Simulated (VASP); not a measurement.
# Zn (P6_3/mmc) in VASP: notebook

The runs below take Zn through relaxation of cell and atoms, single point, with PBEsol.

Program: VASP 6.6.1. These are calculated values, not measurements. Logs are shortened: lines on timing, memory, paths and dates and some standing lists are left out, and cuts for length are marked.

### Step 1. The cell of the first run

Symmetry: P6_3/mmc, No. 194, hexagonal system. The conventional cell has a = 2.722 Å, b = 2.722 Å, c = 4.410 Å, α = 90.00°, β = 90.00°, γ = 120.00°. Zn (site symmetry -6m2) has 12 Zn at 2.71 to 2.72 Å within 3.6 Å.

### Step 2. Relaxation of cell and atoms, PBEsol

INCAR reads:

```
  PREC = Accurate
  ENCUT = 600
  EDIFF = 1E-6
  ISMEAR = -1
  SIGMA = 0.1
  LREAL = False
  LASPH = True
  NELM = 80
  ALGO = Normal
  ISIF = 3
  LWAVE = False
  LCHARG = False
  GGA = PS
  IBRION = 2
  NSW = 60
  EDIFFG = -0.005
```

KPOINTS reads:

```
Automatic mesh
0
Gamma
  18 18 10
```

POSCAR reads:

```
Zn
1.0
    2.7223520414      0.0000000000      0.0000000000
   -1.3611760207      2.3576260259      0.0000000000
    0.0000000000      0.0000000000      4.4102103071
Zn
2
Direct
    0.3333333333      0.6666666667      0.2500000000
    0.6666666667      0.3333333333      0.7500000000
```

Potentials or basis: VASP PAW PBE potentials, release 64 (Zn).

Run with:

```console
$ cat potpaw_PBE.64/Zn/POTCAR > POTCAR
$ mpirun -np 1 vasp_std > vasp.out
```

OUTCAR:

```text
PREC = Accurate
   ENCUT = 600
   EDIFF = 1E-6
   ISMEAR = -1
   LREAL = False
   LASPH = True
   NELM = 80
   ISIF = 3
   GGA = PS
   IBRION = 2
   NSW = 60
   EDIFFG = -0.005

 ion  position               nearest neighbor table
   1  0.333  0.667  0.250-   2 2.71   2 2.71   2 2.71   2 2.71   2 2.71   2 2.71
   2  0.667  0.333  0.750-   1 2.71   1 2.71   1 2.71   1 2.71   1 2.71   1 2.71

  LATTYP: Found a hexagonal cell.
 ALAT       =     2.7223520414
 C/A-ratio  =     1.6200000000

  Lattice vectors:

 A1 = (   2.7223520414,   0.0000000000,   0.0000000000)
 A2 = (  -1.3611760207,   2.3576260259,   0.0000000000)
 A3 = (   0.0000000000,   0.0000000000,   4.4102103071)

Analysis of symmetry for initial positions (statically):
=====================================================================
 Subroutine PRICEL returns:
 Original cell was already a primitive cell.

 Routine SETGRP: Setting up the symmetry group for a
 hexagonal supercell.

 Subroutine GETGRP returns: Found 24 space group operations
 (whereof 12 operations were pure point group operations)
 out of a pool of 24 trial point group operations.

The static configuration has the point symmetry D_3d.
 The point group associated with its full space group is D_6h.

Analysis of symmetry for dynamics (positions and initial velocities):
=====================================================================
 Subroutine PRICEL returns:
 Original cell was already a primitive cell.

 Routine SETGRP: Setting up the symmetry group for a
 hexagonal supercell.

 Subroutine GETGRP returns: Found 24 space group operations
 (whereof 12 operations were pure point group operations)
 out of a pool of 24 trial point group operations.

The dynamic configuration has the point symmetry D_3d.
 The point group associated with its full space group is D_6h.

 Subroutine INISYM returns: Found 24 space group operations
 (whereof 12 operations are pure point group operations),
 and found     1 'primitive' translations

----------------------------------------------------------------------------------------

                                     Primitive cell

  volume of cell :      28.3060

  direct lattice vectors                    reciprocal lattice vectors
     2.722352041  0.000000000  0.000000000     0.367329421  0.212077740  0.000000000
    -1.361176021  2.357626026  0.000000000     0.000000000  0.424155481  0.000000000
     0.000000000  0.000000000  4.410210307     0.000000000  0.000000000  0.226746556

  length of vectors
     2.722352041  2.722352041  4.410210307     0.424155481  0.424155481  0.226746556

  position of ions in fractional coordinates (direct lattice)
     0.333333333  0.666666667  0.250000000
     0.666666667  0.333333333  0.750000000

  ion indices of the primitive-cell ions
   primitive index   ion index
                 1           1
                 2           2

----------------------------------------------------------------------------------------

 KPOINTS: Automatic mesh

Automatic generation of k-mesh.
 Grid dimensions read from file:
 generate k-points for:   18   18   10

 Generating k-lattice:

  Cartesian coordinates                     Fractional coordinates (reciprocal lattice)
     0.020407190  0.011782097  0.000000000     0.055555556  0.000000000  0.000000000
     0.000000000  0.023564193  0.000000000     0.000000000  0.055555556  0.000000000
     0.000000000  0.000000000  0.022674656     0.000000000  0.000000000  0.100000000

  Length of vectors
     0.023564193  0.023564193  0.022674656

  Shift w.r.t. Gamma in fractional coordinates (k-lattice)
     0.000000000  0.000000000  0.000000000

 Subroutine IBZKPT returns following result:
 ===========================================

 Found    222 irreducible k-points:

 Following reciprocal coordinates:
            Coordinates               Weight
  0.000000  0.000000  0.000000      1.000000
  0.055556  0.000000  0.000000      6.000000
  0.111111  0.000000  0.000000      6.000000
  0.166667  0.000000  0.000000      6.000000
  0.222222  0.000000  0.000000      6.000000
  0.277778  0.000000  0.000000      6.000000
[... 16 lines left out ...]
  0.333333  0.111111  0.000000     12.000000
  0.388889  0.111111  0.000000     12.000000
 [... further k-points ...]
   k-points           NKPTS =    222   k-points in BZ     NKDIM =    222   number of bands    NBANDS=     16
   number of dos      NEDOS =    301   number of ions     NIONS =      2
   total plane-waves  NPLWV =  20736
   dimension x,y,z NGX =    24 NGY =   24 NGZ =   36
   dimension x,y,z NGXF=    48 NGYF=   48 NGZF=   72
   ions per type =               2
   NGX,Y,Z   is equivalent  to a cutoff of  14.66, 14.66, 13.57 a.u.
   NGXF,Y,Z  is equivalent  to a cutoff of  29.31, 29.31, 27.14 a.u.
 SYSTEM =  unknown system
   PREC   = accura    normal or accurate (medium, high low for compatibility)
   ISTART =      0    job   : 0-new  1-cont  2-samecut
   ICHARG =      2    charge: 1-file 2-atom 10-const
   ISPIN  =      1    spin polarized calculation?
   LNONCOLLINEAR =      F non collinear calculations
   LSORBIT =      F    spin-orbit coupling
   LASPH  =      T    aspherical Exc in radial PAW
   ENCUT  =  600.0 eV  44.10 Ry    6.64 a.u.   5.44  5.44  8.81*2*pi/ulx,y,z
   NELM   =     80;   NELMIN=  2; NELMDL= -5     # of ELM steps
   EDIFF  = 0.1E-05   stopping-criterion for ELM
   LREAL  =      F    real-space projection
   EDIFFG = -.5E-02   stopping-criterion for IOM
   NSW    =     60    number of steps for IOM
   IBRION =      2    ionic relax: 0-MD 1-quasi-New 2-CG
   NFREE  =      1    steps in history (QN), initial steepest desc. (CG)
   ISIF   =      3    stress and relaxation
   ISYM   =      2    0-nonsym 1-usesym 2-fastsym
   POTIM  = 0.5000    time-step for ionic-motion
   TEBEG  =    0.0;   TEEND  =   0.0 temperature during run
   PSTRESS=    0.0 pullay stress
   NELECT =      24.0000    total number of electrons
   NUPDOWN=      -1.0000    fix difference up-down
   EMIN   =  10.00;   EMAX   =-10.00  energy-range for DOS
   EFERMI =   0.00;   METHOD = LEGACY
   ISMEAR =    -1;   SIGMA  =   0.10  broadening in eV -4-tet -1-fermi 0-gaus
   EFERMI_NEDOS =   21; number of points for ismear=-14 and -15
   IALGO  =     38    algorithm
   IMIX   =      4    mixing-type and parameters
     AMIX     =   0.40;   BMIX     =  1.00
     AMIX_MAG =   1.60;   BMIX_MAG =  1.00
  volume/ion in A,a.u.               =      14.15        95.51
  Fermi-wavevector in a.u.,A,eV,Ry     =   1.549479  2.928091 32.666033  2.400886
  Thomas-Fermi vector in A             =   2.654280
   LORBIT       =      0    0 simple, 1 ext, 2 COOP (PROOUT), +10 PAW based schemes
   GGA     = PS    functional components
   LHFCALC =     F    Hartree Fock is set to
   AEXX    =    0.0000 exact exchange contribution
   IVDW    =     0    specifies the selected vdW correction
   LEPSILON=     F    determine dielectric tensor
   LRPA    =     F    only Hartree local field effects (RPA)
 conjugate gradient relaxation of ions
 non-spin polarized calculation
  energy-cutoff  :      600.00
  volume of cell :       28.31
 maximum number of plane-waves:       972
 NGX is ok and might be reduce to    24
   NGX = 11   NGY = 11   NGZ = 17

--------------------------------------- Ionic step        1  -------------------------------------------

 number of electron      23.9999997 magnetization

 Free energy of the ion-electron system (eV)
  ---------------------------------------------------
  ext. energy  EPLUGINS =         0.00000000
  ---------------------------------------------------
  free energy    TOTEN  =        -3.15790564 eV

  energy without entropy =       -3.14167332  energy(sigma->0) =       -3.14978948

------------------------ aborting loop because EDIFF is reached ----------------------------------------

  FORCE on cell =-STRESS in cart. coord.  units (eV):
  Direction    XX          YY          ZZ          XY          YZ          ZX
  --------------------------------------------------------------------------------------
  -------------------------------------------------------------------------------------
  Total       -0.2158303     -0.2158303     -0.0166448      0.0000000      0.0000000      0.0000000
  in kB      -12.2164370    -12.2164370     -0.9421287      0.0000000      0.0000000      0.0000000
  external PRESSURE =      -8.4583343 kB  Pullay stress =       0.0000000 kB
[... 89 lines left out ...]
  FREE ENERGIE OF THE ION-ELECTRON SYSTEM (eV)
  ---------------------------------------------------
  free  energy   TOTEN  =        -3.1594342788 eV

  energy  without entropy=       -3.1436068768  energy(sigma->0) =       -3.15152058

[... ionic steps 4 to 15 ...]

--------------------------------------- Ionic step       16  -------------------------------------------

 number of electron      23.9999991 magnetization

------------------------ aborting loop because EDIFF is reached ----------------------------------------

  FORCE on cell =-STRESS in cart. coord.  units (eV):
  Direction    XX          YY          ZZ          XY          YZ          ZX
  --------------------------------------------------------------------------------------
  -------------------------------------------------------------------------------------
  Total        0.2646776      0.2646776      0.1230744     -0.0000000      0.0000000     -0.0000000
  in kB       14.9694741     14.9694741      6.9607673     -0.0000000      0.0000000     -0.0000000
  external PRESSURE =      12.2999052 kB  Pullay stress =       0.0000000 kB
[... 57 lines left out ...]
  energy  without entropy=       -3.1689866608  energy(sigma->0) =       -3.17372475

--------------------------------------- Ionic step       18  -------------------------------------------

 number of electron      23.9999991 magnetization

 Free energy of the ion-electron system (eV)
  ---------------------------------------------------
  ext. energy  EPLUGINS =         0.00000000
  ---------------------------------------------------
  free energy    TOTEN  =        -3.17848192 eV

  energy without entropy =       -3.16895724  energy(sigma->0) =       -3.17371958

 E-fermi :   3.3597     XC(G=0): -12.0060

 val. band max:        3.3309380215   @ k =   0.3333   0.2778   0.5000
 cond. band min:       3.4132691204   @ k =   0.1667   0.0000   0.2000
 fundamental gap:      0.0823310989
 Fermi energy:         3.3597265801

 k-point     1 :       0.0000    0.0000    0.0000
  band No.  band energies     occupation
      1      -7.5361      2.00000
      2      -5.5619      2.00000
      3      -4.7470      2.00000
      4      -4.4630      2.00000
      5      -4.4630      2.00000
      6      -4.4121      2.00000
[... 8 lines left out ...]
     15      20.6079      0.00000
     16      22.0143      0.00000
[... 420 lines left out ...]
  band No.  band energies     occupation
      1      -5.1854      2.00000
      2      -5.0895      2.00000
      3      -4.9675      2.00000
      4      -4.4777      2.00000
      5      -4.3004      2.00000
      6      -4.2990      2.00000
[... 8 lines left out ...]
     15       9.0567      0.00000
     16      10.3725      0.00000

 [... further k-points ...]

------------------------ aborting loop because EDIFF is reached ----------------------------------------

  FORCE on cell =-STRESS in cart. coord.  units (eV):
  Direction    XX          YY          ZZ          XY          YZ          ZX
  --------------------------------------------------------------------------------------
  -------------------------------------------------------------------------------------
  Total       -0.0050617     -0.0050617     -0.0027143      0.0000000      0.0000000      0.0000000
  in kB       -0.2826510     -0.2826510     -0.1515699      0.0000000      0.0000000      0.0000000
  external PRESSURE =      -0.2389573 kB  Pullay stress =       0.0000000 kB
[... 17 lines left out ...]
  FREE ENERGIE OF THE ION-ELECTRON SYSTEM (eV)
  ---------------------------------------------------
  free  energy   TOTEN  =        -3.1784819234 eV

  energy  without entropy=       -3.1689572368  energy(sigma->0) =       -3.17371958

 reached required accuracy - stopping structural energy minimisation
```

Wall time 9.1 min (1 thread of Intel Xeon Platinum 8124M at 3.00GHz (Skylake/Cascade Lake), shared host); peak memory 0.25 GiB.

Results:

| Item | Value |
| --- | --- |
| Free energy | -3.1785 eV |
| Relaxed volume | 14.35 Å³/atom |
| Relaxed cell | a = 2.594 Å, b = 2.594 Å, c = 4.922 Å, α = 90.00°, β = 90.00°, γ = 120.00° |
| Space group after relaxing (to 0.05 Å) | P6_3/mmc (No. 194) |
| Energy gained by relaxing | 10.3 meV/atom |
| Ionic steps | 18 |
| Pressure after relaxing | 0.0 GPa |
| Band gap on the k mesh | zero (band 12 reaches 5.10 eV, above the bottom of band 13 at 0.12 eV) |

The path:
| step | energy change (eV) | largest force (eV/Å) | pressure (GPa) | volume (Å³) |
| --- | --- | --- | --- | --- |
| 1 | 0.0000 | 0.0000 | -0.85 | 28.31 |
| 2 | -0.0015 | 0.0000 | 0.21 | 28.00 |
| 3 | -0.0015 | 0.0000 | 0.09 | 27.98 |
| 4 | -0.0016 | 0.0000 | 0.25 | 27.93 |
| 5 | -0.0024 | 0.0000 | 0.23 | 27.94 |
| 6 | -0.0049 | 0.0000 | 0.24 | 27.96 |
| 7 | -0.0090 | 0.0000 | 0.51 | 27.98 |
| 8 | -0.0156 | 0.0000 | 2.05 | 27.94 |
| 9 | 0.1311 | 0.0000 | 10.28 | 27.59 |
| 10 | -0.0156 | 0.0000 | 2.18 | 27.94 |
| 11 | -0.0160 | 0.0000 | 2.22 | 27.97 |
| 12 | -0.0167 | 0.0000 | 2.21 | 28.06 |
| 13 | -0.0163 | 0.0000 | 1.89 | 28.23 |
| 14 | -0.0169 | 0.0000 | 2.02 | 28.12 |
| 15 | -0.0176 | 0.0000 | 1.82 | 28.17 |
| 16 | -0.0191 | 0.0000 | 1.23 | 28.33 |
| 17 | -0.0206 | 0.0000 | 0.17 | 28.64 |
| 18 | -0.0206 | 0.0000 | -0.02 | 28.69 |

Final structure:
```cif
data_structure
_symmetry_space_group_name_H-M 'P 1'
_symmetry_Int_Tables_number 1
_cell_length_a 2.5945
_cell_length_b 2.5945
_cell_length_c 4.9217
_cell_angle_alpha 90.000
_cell_angle_beta 90.000
_cell_angle_gamma 120.000
_cell_volume 28.69
loop_
_atom_site_label
_atom_site_type_symbol
_atom_site_fract_x
_atom_site_fract_y
_atom_site_fract_z
_atom_site_occupancy
Zn1 Zn 0.33333 0.66667 0.25000 1
Zn2 Zn 0.66667 0.33333 0.75000 1
```

Caveat: the PAW data sets were made with another functional, which shifts forces and pressure a little.

### Step 3. Single point, PBEsol

This run uses another cell than the first one, of 14.28 Å³/atom, 1.009 times its volume.

INCAR reads:

```
PREC = Accurate
ENCUT = 520
EDIFF = 1E-6
ISMEAR = -1
SIGMA = 0.1
LREAL = F
LASPH = T
NELM = 80
ALGO = Normal
ISIF = 2
LWAVE = F
LCHARG = F
GGA = PS
NBANDS = 19
```

KPOINTS reads:

```
regular mesh
0
Gamma
  16 16 8
```

POSCAR reads:

```
Zn
1.0
    1.2948487935     -2.2427438984      0.0000000000
    1.2948487935      2.2427438984      0.0000000000
    0.0000000000      0.0000000000      4.9176337349
Zn
2
Direct
    0.6666666670      0.3333333330      0.2500000000
    0.3333333330      0.6666666670      0.7500000000
```

Potentials or basis: VASP PAW PBE potentials, release 64 (Zn).

Run with:

```console
$ cat potpaw_PBE.64/Zn/POTCAR > POTCAR
$ mpirun -np 1 vasp_std > vasp.out
```

Wall time 2.1 min (1 thread of AMD EPYC 7R13, shared host); peak memory 0.16 GiB.

The run converged. Its results:

| Property | Result |
| --- | --- |
| Free energy | -3.1787 eV |
| Pressure | 0.5 GPa |
| Band gap on the k mesh | zero (band 12 reaches 4.57 eV, above the bottom of band 13 at 0.15 eV) |

Stress tensor (GPa, compression positive):
```
 1.82  0.00  0.00
 0.00  1.82  0.00
 0.00  0.00 -2.13
```

Levels at points of the mesh, in eV from the Fermi level:
```csv
k point,band 10,band 11,band 12,band 13,band 14,band 15
"(0.00, 0.00, 0.00)",-7.11,-7.11,-4.02,-3.19,13.46,17.32
"(0.50, 0.00, 0.00)",-6.87,-2.92,-2.04,2.69,3.66,4.41
"(0.00, 0.00, 0.50)",-7.20,-7.20,-7.20,4.40,4.40,20.12
"(0.50, 0.00, 0.50)",-6.88,-1.98,-1.98,0.41,0.41,10.29
```

Caveat: the PAW data sets were made with another functional, which shifts forces and pressure a little.
